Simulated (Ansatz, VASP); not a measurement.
## KAgCl2: VASP beside Ansatz

File INCAR:

```
  PREC = Accurate
  ENCUT = 520
  EDIFF = 1E-6
  ISMEAR = -1
  SIGMA = 0.02
  LREAL = F
  LASPH = T
  NELM = 60
  ALGO = Normal
  ISIF = 2
  LWAVE = F
  LCHARG = F
  GGA = PE
  NBANDS = 25
```

File KPOINTS:

```
regular mesh
0
Gamma
  8 8 8
```

POSCAR

```
KAgCl2
1.0
    2.0021421265      1.1559372957      6.6716870535
   -2.0021421265      1.1559372957      6.6716870535
    0.0000000000     -2.3118745914      6.6716870535
K Ag Cl
1 1 2
Direct
    1.0000000000      0.0000000000      0.0000000000
    0.5000000000      0.5000000000      0.5000000000
    0.2395495071      0.2395495071      0.2395495071
    0.7604504929      0.7604504929      0.7604504929
```

Input for Ansatz:

```yaml
crystal:
  lattice:
    - [2.0021421265, 1.1559372957, 6.6716870535]
    - [-2.0021421265, 1.1559372957, 6.6716870535]
    - [0.0, -2.3118745914, 6.6716870535]
  atoms:
    - { symbol: K, position: [1.0, 0.0, 0.0] }
    - { symbol: Ag, position: [0.5, 0.5, 0.5] }
    - { symbol: Cl, position: [0.2395495071, 0.2395495071, 0.2395495071] }
    - { symbol: Cl, position: [0.7604504929, 0.7604504929, 0.7604504929] }
kpoints:
  mp_grid: { grid: [8, 8, 8] }
  band_path:
    path:
      - [0.0, 0.0, 0.0]
      - [0.5, 0.5, 0.5]
      - [0.8113533613, 0.1886466387, 0.5]
      - [0.5, -0.1886466387, 0.1886466387]
      - [0.5, 0.0, 0.0]
      - [0.3443233193, -0.3443233193, 0.0]
      - [0.6556766807, 0.0, 0.3443233193]
      - [0.5, 0.0, 0.5]
    npoints: 1
hamiltonian:
  xc: pbe
scf:
  occupations: { method: fermi_dirac, width: 0.02 }
  n_extra_bands: 5
output:
  forces: true
  stress: true
  eigenvalues: true
```

Change from the starting cell: biaxial_xy strain -4.6%.

Alike in both runs: task single point; functional PBE; k mesh 8 × 8 × 8; occupations fermi-dirac, width 0.02 eV; no spin polarisation.

```csv
,VASP,Ansatz
version,VASP 6.6.1,Ansatz 0.2.0
potentials or method,"VASP PAW PBE potentials, release 64 (K_sv, Ag, Cl)","plane waves, PAW"
plane-wave cutoff (eV),520,420
valence electrons in the cell,34,42
```

```tsv
	VASP	Ansatz	Ansatz less VASP
gap on the k mesh at the Fermi level (eV)	2.75	2.75	+0.005
pressure (GPa)	5.0	5.0	+0.01
traceless stress, the component that is largest in VASP (GPa)	-0.78	-0.80	-0.020
rms of the force components (eV/Å)	0.003	0.006	+0.0027
```

Atom by atom the forces differ by 0.009 eV/Å (rms over components). The functional is the same, so the differences come from potentials, cutoffs and numerics. VASP's potentials hold 34 valence electrons a cell and Ansatz's 42, so a difference there can come from the potentials and not from the codes.
